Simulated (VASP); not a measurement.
# GaBiTe2Se (I-4m2) in VASP: a series of runs

GaBiTe2Se is run at these levels: PBE; tasks: single point, relaxation of cell and atoms.

Program: VASP 6.6.1. These are calculated values, not measurements. Logs are shortened: lines on timing, memory, paths and dates and some standing lists are left out, and cuts for length are marked.

### Step 1. The cell of the first run

Symmetry: I-4m2, No. 119, tetragonal system. Conventional cell: a = 6.328 Å, b = 6.328 Å, c = 7.506 Å, α = 90.00°, β = 90.00°, γ = 90.00°. Ga (site symmetry -4m2) has 2 Te at 2.21 Å within 2.9 Å. Within 4.2 Å of Bi (site symmetry -4m2) lie 4 Te at 3.18 Å and 4 Ga at 3.68 Å and 4 Se at 3.68 Å. Te (site symmetry 2mm) has 1 Se at 1.55 Å within 2.1 Å. Within 2.1 Å of Se (site symmetry -4m2) lie 2 Te at 1.55 Å.

The cell was generated, and may not be a known phase.

### Step 2. Single point, PBE

The input, INCAR:

```
PREC     = Accurate       # precision mode
ENCUT    = 520            # plane-wave cutoff, eV
EDIFF    = 1E-7           # SCF threshold, eV
ISMEAR   = 0              # smearing method
SIGMA    = 0.1            # smearing width, eV
LREAL    = F              # projectors in reciprocal space
LASPH    = T              # aspherical terms in the spheres
NELM     = 80             # most SCF steps
ALGO     = Normal         # electronic algorithm
ISIF     = 2              # what is computed and relaxed
LWAVE    = F              # write WAVECAR
LCHARG   = F              # write CHGCAR
GGA      = PE             # functional
NBANDS   = 31             # bands
```

The input, KPOINTS:

```
Automatic mesh
0
Gamma
  4 4 4
```

The input, POSCAR:

```
GaBiTe2Se
1.0
   -3.1642485600      3.1642485600      3.7531178400
    3.1642485600     -3.1642485600      3.7531178400
    3.1642485600      3.1642485600     -3.7531178400
Ga Bi Te Se
1 1 2 1
Direct
    0.7500000000      0.2500000000      0.5000000000
    0.0000000000      0.0000000000      0.0000000000
    0.0438747000      0.5438747000      0.5000000000
    0.4561253000      0.9561253000      0.5000000000
    0.2500000000      0.7500000000      0.5000000000
```

Potentials or basis: VASP PAW PBE potentials, release 64 (Ga_d, Bi_d, Te, Se).

Started as:

```sh
$ cat potpaw_PBE.64/Ga_d/POTCAR potpaw_PBE.64/Bi_d/POTCAR potpaw_PBE.64/Te/POTCAR potpaw_PBE.64/Se/POTCAR > POTCAR
$ mpirun -np 1 vasp_std > vasp.out
```

OUTCAR:

```text
PREC = Accurate
   ENCUT = 520
   EDIFF = 1E-7
   ISMEAR = 0
   LREAL = F
   LASPH = T
   NELM = 80
   ISIF = 2
   GGA = PE

 ion  position               nearest neighbor table
   1  0.750  0.250  0.500-   3 2.21   4 2.21
   2  0.000  0.000  0.000-   3 3.18   4 3.18   3 3.18   4 3.18
   3  0.044  0.544  0.500-   5 1.55   1 2.21   4 3.09   2 3.18   2 3.18
   4  0.456  0.956  0.500-   5 1.55   1 2.21   3 3.09   2 3.18   2 3.18
   5  0.250  0.750  0.500-   3 1.55   4 1.55

 -----------------------------------------------------------------------------
|                                                                             |
|           W    W    AA    RRRRR   N    N  II  N    N   GGGG   !!!           |
|           W    W   A  A   R    R  NN   N  II  NN   N  G    G  !!!           |
|           W    W  A    A  R    R  N N  N  II  N N  N  G       !!!           |
|           W WW W  AAAAAA  RRRRR   N  N N  II  N  N N  G  GGG   !            |
|           WW  WW  A    A  R   R   N   NN  II  N   NN  G    G                |
|           W    W  A    A  R    R  N    N  II  N    N   GGGG   !!!           |
|                                                                             |
|     The distance between some ions is very small. Please check the          |
|     nearest-neighbor list in the OUTCAR file.                               |
|     I HOPE YOU KNOW WHAT YOU ARE DOING!                                     |
|                                                                             |
 -----------------------------------------------------------------------------

  LATTYP: Found a body centered tetragonal cell.
 ALAT       =     6.3284971200
 C/A-ratio  =     1.1861008289

  Lattice vectors:

 A1 = (  -3.1642485600,   3.1642485600,   3.7531178400)
 A2 = (   3.1642485600,  -3.1642485600,   3.7531178400)
 A3 = (   3.1642485600,   3.1642485600,  -3.7531178400)

Analysis of symmetry for initial positions (statically):
=====================================================================
 Subroutine PRICEL returns:
 Original cell was already a primitive cell.

 Routine SETGRP: Setting up the symmetry group for a
 body centered tetragonal supercell.

 Subroutine GETGRP returns: Found  8 space group operations
 (whereof  8 operations were pure point group operations)
 out of a pool of 16 trial point group operations.

The static configuration has the point symmetry D_2d.

Analysis of symmetry for dynamics (positions and initial velocities):
=====================================================================
 Subroutine PRICEL returns:
 Original cell was already a primitive cell.

 Routine SETGRP: Setting up the symmetry group for a
 body centered tetragonal supercell.

 Subroutine GETGRP returns: Found  8 space group operations
 (whereof  8 operations were pure point group operations)
 out of a pool of 16 trial point group operations.

The dynamic configuration has the point symmetry D_2d.

 Subroutine INISYM returns: Found  8 space group operations
 (whereof  8 operations are pure point group operations),
 and found     1 'primitive' translations

----------------------------------------------------------------------------------------

                                     Primitive cell

  volume of cell :     150.3119

  direct lattice vectors                    reciprocal lattice vectors
    -3.164248560  3.164248560  3.753117840     0.000000000  0.158015399  0.133222569
     3.164248560 -3.164248560  3.753117840     0.158015399  0.000000000  0.133222569
     3.164248560  3.164248560 -3.753117840     0.158015399  0.158015399  0.000000000

  length of vectors
     5.840447878  5.840447878  5.840447878     0.206681202  0.206681202  0.223467521

  position of ions in fractional coordinates (direct lattice)
     0.750000000  0.250000000  0.500000000
     0.000000000  0.000000000  0.000000000
     0.043874700  0.543874700  0.500000000
     0.456125300  0.956125300  0.500000000
     0.250000000  0.750000000  0.500000000

  ion indices of the primitive-cell ions
   primitive index   ion index
                 1           1
                 2           2
                 3           3
                 4           4
                 5           5

----------------------------------------------------------------------------------------

 KPOINTS: Automatic mesh

Automatic generation of k-mesh.
 Grid dimensions read from file:
 generate k-points for:    4    4    4

 Generating k-lattice:

  Cartesian coordinates                     Fractional coordinates (reciprocal lattice)
     0.000000000  0.039503850  0.033305642     0.250000000  0.000000000 -0.000000000
     0.039503850  0.000000000  0.033305642     0.000000000  0.250000000 -0.000000000
     0.039503850  0.039503850  0.000000000     0.000000000  0.000000000  0.250000000

  Length of vectors
     0.051670301  0.051670301  0.055866880

  Shift w.r.t. Gamma in fractional coordinates (k-lattice)
     0.000000000  0.000000000  0.000000000

 Subroutine IBZKPT returns following result:
 ===========================================

 Found     13 irreducible k-points:

 Following reciprocal coordinates:
            Coordinates               Weight
  0.000000  0.000000  0.000000      1.000000
  0.250000  0.000000 -0.000000      8.000000
  0.500000  0.000000 -0.000000      4.000000
  0.250000  0.250000 -0.000000      8.000000
  0.500000  0.250000 -0.000000     16.000000
 -0.250000  0.250000  0.000000      4.000000
  0.500000  0.500000 -0.000000      2.000000
  0.250000  0.250000  0.250000      2.000000
 -0.250000  0.250000  0.250000      4.000000
  0.500000  0.500000  0.250000      4.000000
 -0.250000  0.500000  0.250000      8.000000
 -0.250000 -0.250000  0.250000      2.000000
  0.500000  0.500000  0.500000      1.000000
   k-points           NKPTS =     13   k-points in BZ     NKDIM =     13   number of bands    NBANDS=     31
   number of dos      NEDOS =    301   number of ions     NIONS =      5
   total plane-waves  NPLWV = 110592
   dimension x,y,z NGX =    48 NGY =   48 NGZ =   48
   dimension x,y,z NGXF=    96 NGYF=   96 NGZF=   96
   ions per type =               1   1   2   1
   NGX,Y,Z   is equivalent  to a cutoff of  13.66, 13.66, 13.66 a.u.
   NGXF,Y,Z  is equivalent  to a cutoff of  27.33, 27.33, 27.33 a.u.
 SYSTEM =  unknown system
   PREC   = accura    normal or accurate (medium, high low for compatibility)
   ISTART =      0    job   : 0-new  1-cont  2-samecut
   ICHARG =      2    charge: 1-file 2-atom 10-const
   ISPIN  =      1    spin polarized calculation?
   LNONCOLLINEAR =      F non collinear calculations
   LSORBIT =      F    spin-orbit coupling
   LASPH  =      T    aspherical Exc in radial PAW
   ENCUT  =  520.0 eV  38.22 Ry    6.18 a.u.  10.86 10.86 10.86*2*pi/ulx,y,z
   NELM   =     80;   NELMIN=  2; NELMDL= -5     # of ELM steps
   EDIFF  = 0.1E-06   stopping-criterion for ELM
   LREAL  =      F    real-space projection
   EDIFFG = 0.1E-05   stopping-criterion for IOM
   NSW    =      0    number of steps for IOM
   IBRION =     -1    ionic relax: 0-MD 1-quasi-New 2-CG
   NFREE  =      0    steps in history (QN), initial steepest desc. (CG)
   ISIF   =      2    stress and relaxation
   ISYM   =      2    0-nonsym 1-usesym 2-fastsym
   POTIM  = 0.5000    time-step for ionic-motion
   TEBEG  =    0.0;   TEEND  =   0.0 temperature during run
   PSTRESS=    0.0 pullay stress
   NELECT =      46.0000    total number of electrons
   NUPDOWN=      -1.0000    fix difference up-down
   EMIN   =  10.00;   EMAX   =-10.00  energy-range for DOS
   EFERMI =   0.00;   METHOD = LEGACY
   ISMEAR =     0;   SIGMA  =   0.10  broadening in eV -4-tet -1-fermi 0-gaus
   EFERMI_NEDOS =   21; number of points for ismear=-14 and -15
   IALGO  =     38    algorithm
   IMIX   =      4    mixing-type and parameters
     AMIX     =   0.40;   BMIX     =  1.00
     AMIX_MAG =   1.60;   BMIX_MAG =  1.00
  volume/ion in A,a.u.               =      30.06       202.87
  Fermi-wavevector in a.u.,A,eV,Ry     =   1.103222  2.084788 16.559640  1.217099
  Thomas-Fermi vector in A             =   2.239677
   LORBIT       =      0    0 simple, 1 ext, 2 COOP (PROOUT), +10 PAW based schemes
   GGA     = PE    functional components
   LHFCALC =     F    Hartree Fock is set to
   AEXX    =    0.0000 exact exchange contribution
   IVDW    =     0    specifies the selected vdW correction
   LEPSILON=     F    determine dielectric tensor
   LRPA    =     F    only Hartree local field effects (RPA)
 non-spin polarized calculation
 Gauss-broadening in eV      SIGMA  =   0.10
  energy-cutoff  :      520.00
  volume of cell :      150.31
 maximum number of plane-waves:      4070
 NGX is ok and might be reduce to    48
   NGX = 21   NGY = 21   NGZ = 21

 number of electron      46.0000005 magnetization

 Free energy of the ion-electron system (eV)
  ---------------------------------------------------
  ext. energy  EPLUGINS =         0.00000000
  ---------------------------------------------------
  free energy    TOTEN  =        41.61768524 eV

  energy without entropy =       41.63424062  energy(sigma->0) =       41.62596293

 E-fermi :   6.3883     XC(G=0):  -8.8298

 val. band max:        6.3549404047   @ k =   0.5000   0.2500  -0.0000
 cond. band min:       6.4636529721   @ k =   0.5000   0.0000  -0.0000
 fundamental gap:      0.1087125675
 Fermi energy:         6.3882661763

 k-point     1 :       0.0000    0.0000    0.0000
  band No.  band energies     occupation
      1     -16.4134      2.00000
      2     -16.2669      2.00000
      3     -16.2244      2.00000
      4     -16.1402      2.00000
      5     -16.1402      2.00000
      6     -16.0877      2.00000
[... 23 lines left out ...]
     30      11.1893      0.00000
     31      12.2053      0.00000

 k-point     2 :       0.2500    0.0000   -0.0000
  band No.  band energies     occupation
      1     -16.4256      2.00000
      2     -16.2422      2.00000
      3     -16.2244      2.00000
      4     -16.1400      2.00000
      5     -16.1359      2.00000
      6     -16.0915      2.00000
[... 23 lines left out ...]
     30      10.7256      0.00000
     31      11.7190      0.00000

 k-point     3 :       0.5000    0.0000   -0.0000
  band No.  band energies     occupation
      1     -16.4356      2.00000
      2     -16.2244      2.00000
      3     -16.2204      2.00000
      4     -16.1399      2.00000
      5     -16.1278      2.00000
      6     -16.0982      2.00000
[... 23 lines left out ...]
     30      10.3281      0.00000
     31      10.5582      0.00000

 k-point     4 :       0.2500    0.2500   -0.0000
  band No.  band energies     occupation
      1     -16.4353      2.00000
      2     -16.2244      2.00000
      3     -16.2209      2.00000
      4     -16.1401      2.00000
      5     -16.1279      2.00000
      6     -16.0977      2.00000
[... 23 lines left out ...]
     30      10.3694      0.00000
     31      10.7094      0.00000

 k-point     5 :       0.5000    0.2500   -0.0000
  band No.  band energies     occupation
      1     -16.4186      2.00000
      2     -16.2388      2.00000
      3     -16.2246      2.00000
      4     -16.1400      2.00000
      5     -16.1225      2.00000
      6     -16.1024      2.00000
[... 23 lines left out ...]
     30      10.4960      0.00000
     31      11.1895      0.00000
[... 168 lines left out ...]
     30      10.8110      0.00000
     31      10.9987      0.00000

 k-point    11 :      -0.2500    0.5000    0.2500
  band No.  band energies     occupation
      1     -16.4719      2.00000
      2     -16.2242      2.00000
      3     -16.1744      2.00000
      4     -16.1397      2.00000
      5     -16.1270      2.00000
      6     -16.1003      2.00000
[... 23 lines left out ...]
     30      11.0764      0.00000
     31      11.3147      0.00000

 k-point    12 :      -0.2500   -0.2500    0.2500
  band No.  band energies     occupation
      1     -16.4643      2.00000
      2     -16.2242      2.00000
      3     -16.1892      2.00000
      4     -16.1399      2.00000
      5     -16.1399      2.00000
      6     -16.0909      2.00000
[... 23 lines left out ...]
     30       9.7215      0.00000
     31      10.1932      0.00000

 k-point    13 :       0.5000    0.5000    0.5000
  band No.  band energies     occupation
      1     -16.4997      2.00000
      2     -16.2240      2.00000
      3     -16.1396      2.00000
      4     -16.1396      2.00000
      5     -16.1147      2.00000
      6     -16.1111      2.00000
[... 23 lines left out ...]
     30      10.0893      0.00000
     31      11.8357      0.00000

------------------------ aborting loop because EDIFF is reached ----------------------------------------

  FORCE on cell =-STRESS in cart. coord.  units (eV):
  Direction    XX          YY          ZZ          XY          YZ          ZX
  --------------------------------------------------------------------------------------
  -------------------------------------------------------------------------------------
  Total        2.6095126      2.6095126    363.1559108      0.0000000      0.0000000     -0.0000000
  in kB       27.8148426     27.8148426   3870.8855023      0.0000000      0.0000000     -0.0000000
  external PRESSURE =    1308.8383959 kB  Pullay stress =       0.0000000 kB

 VOLUME and BASIS-vectors are now :
 -----------------------------------------------------------------------------
  energy-cutoff  :      520.00
  volume of cell :      150.31
      direct lattice vectors                 reciprocal lattice vectors
    -3.164248560  3.164248560  3.753117840     0.000000000  0.158015399  0.133222569
     3.164248560 -3.164248560  3.753117840     0.158015399  0.000000000  0.133222569
     3.164248560  3.164248560 -3.753117840     0.158015399  0.158015399  0.000000000

 POSITION                                       TOTAL-FORCE (eV/Angst)
 -----------------------------------------------------------------------------------
      0.00000      3.16425      1.87656         0.000000     -0.000000     -0.000000
      0.00000      0.00000      0.00000         0.000000     -0.000000     -0.000000
      3.16425      0.00000      0.32933        -0.000000      0.000000   -100.044109
      3.16425      0.00000      3.42378        -0.000000      0.000000    100.044109
      3.16425      0.00000      1.87656         0.000000     -0.000000      0.000000
 -----------------------------------------------------------------------------------
    total drift:                                0.000000     -0.000000      0.000000

  FREE ENERGIE OF THE ION-ELECTRON SYSTEM (eV)
  ---------------------------------------------------
  free  energy   TOTEN  =        41.6176852387 eV

  energy  without entropy=       41.6342406231  energy(sigma->0) =       41.62596293
```

Wall time 72 s (1 thread of Intel Xeon 6975P-C (Granite Rapids), shared host); peak memory 0.35 GiB.

Results:

```
Free energy            : 41.6177 eV
Pressure               : 130.9 GPa
Largest force          : 100.044 eV/Å
Band gap on the k mesh : zero (bands 23 and 24 overlap by 1.60 eV)
```

Forces in eV/Å, atoms in the order of the input:
```
Ga     0.000    0.000    0.000
Bi     0.000    0.000    0.000
Te     0.000    0.000 -100.044
Te     0.000    0.000  100.044
Se     0.000    0.000    0.000
```

Levels at points of the mesh, in eV from the Fermi level:
```tsv
k point	band 21	band 22	band 23	band 24	band 25	band 26
(0.00, 0.00, 0.00)	-2.08	-2.08	-1.15	1.27	1.38	1.84
(0.50, 0.00, 0.00)	-1.38	-1.21	0.08	0.35	0.55	1.78
(0.50, 0.50, 0.00)	-2.53	-1.37	-1.20	-1.08	0.47	3.11
(0.50, 0.50, 0.50)	-2.83	-2.83	-0.45	1.61	2.49	2.49
```

Caveat: atoms lie so close that the PAW spheres overlap strongly, which falsifies energies and pressures; the stress differs along the axes, from 3 to 387 GPa; spin-orbit coupling is left out, which moves the levels of the heavy elements; forces of over 1 eV/Å act on the atoms, so gaps and moduli don't describe the material at rest.

(Continued in part 2 of 3.)

The gap in the log of VASP goes by the Fermi energy; the results here count the filled bands.